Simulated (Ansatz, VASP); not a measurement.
**Bi2Te3 in VASP and in Ansatz**

File INCAR:

```
SYSTEM = Bi2Te3
PREC = Accurate
ENCUT = 520
EDIFF = 1E-8
ISMEAR = -1
SIGMA = 0.08
LREAL = .False.
LASPH = .True.
NELM = 60
ALGO = Normal
ISIF = 2
LWAVE = .False.
LCHARG = .False.
GGA = PE
LEFG = .True.
NBANDS = 32
```

File KPOINTS:

```
Automatic mesh
0
Gamma
  8 8 8
  0 0 0
```

Contents of POSCAR:

```
Bi2Te3
1.0
    2.1864162414      1.2623280055      9.9466700000
   -2.1864162414      1.2623280055      9.9466700000
    0.0000000000     -2.5246560110      9.9466700000
Bi Te
2 3
Direct
    0.8120000000      0.8120000000      0.8120000000
    0.4020000000      0.4020000000      0.4020000000
    0.6110000000      0.6110000000      0.6110000000
    0.2000000000      0.2000000000      0.2000000000
    0.0000000000      0.0000000000      0.0000000000
```

Input for Ansatz:

```yaml
crystal:
  lattice:
    - [2.1864162414, 1.2623280055, 9.94667]
    - [-2.1864162414, 1.2623280055, 9.94667]
    - [0.0, -2.524656011, 9.94667]
  atoms:
    - { symbol: Bi, position: [0.812, 0.812, 0.812] }
    - { symbol: Bi, position: [0.402, 0.402, 0.402] }
    - { symbol: Te, position: [0.611, 0.611, 0.611] }
    - { symbol: Te, position: [0.2, 0.2, 0.2] }
    - { symbol: Te, position: [0.0, 0.0, 0.0] }
kpoints:
  mp_grid: { grid: [8, 8, 8] }
scf:
  occupations: { method: fermi_dirac, width: 0.08 }
hamiltonian:
  xc: pbe
  pseudopotentials: { kind: all_electron, datasets: crystal }
output:
  forces: true
  stress: true
  eigenvalues: true
  efg: { contact_densities: true }
```

Change from the starting cell: equal xx and yy strain of -1 %, crystal datasets.

Alike in both runs: task electric field gradients; functional PBE; k mesh 8 × 8 × 8; occupations fermi-dirac, width 0.08 eV; no spin polarisation.

```csv
,VASP,Ansatz
version,VASP 6.6.1,Ansatz 0.2.0
potentials or method,"VASP PAW PBE potentials, release 64 (Bi_d, Te), cutoff 520 eV","all-electron PAW with datasets made for the crystal, scalar-relativistic"
```

VASP gave:

| Quantity | Value |
| --- | --- |
| pressure (GPa) | 2.7 |
| traceless stress, the component that is largest in VASP (GPa) | -0.74 |
| rms of the force components (eV/Å) | 0.539 |
| size of Vzz on the site where it differs most (V/Å²) | 41.5 |

Problem. What did Ansatz give for the same quantities?

Solution. Pressure (GPa): 2.8; traceless stress, the component that is largest in VASP (GPa): -0.74; rms of the force components (eV/Å): 0.535; size of Vzz on the site where it differs most (V/Å²): 47.7.

Atom by atom the forces differ by 0.004 eV/Å (rms over components). Ansatz ran all-electron here, and VASP with PAW potentials.

Neither program's run includes spin-orbit coupling.
